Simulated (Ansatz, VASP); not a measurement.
One calculation of Rb, two programs

```xyz
2
Lattice="0.0000 5.2888 5.2888 5.2888 0.0000 5.2888 5.2888 5.2888 0.0000" Properties=species:S:1:pos:R:3 pbc="T T T"
Rb    1.3222    1.3222    1.3222
Rb    9.2554    9.2554    9.2554
```

Alike in both runs: task single point; functional BLYP; k mesh 6 × 6 × 6; occupations fermi-dirac, width 0.1 eV; no spin polarisation.

|  | VASP | Ansatz |
| --- | --- | --- |
| version | VASP 6.6.1 | Ansatz 0.2.0 |
| potentials or method | VASP PAW PBE potentials, release 64 (Rb_sv), cutoff 520 eV | plane waves (420 eV) with PAW, scalar-relativistic |
| valence electrons in the cell | 18 | 18 |

|  | VASP | Ansatz | Ansatz less VASP |
| --- | --- | --- | --- |
| pressure (GPa) | 0.1 | 0.1 | 0.00 |

VASP's potentials were made for PBE, not for BLYP.
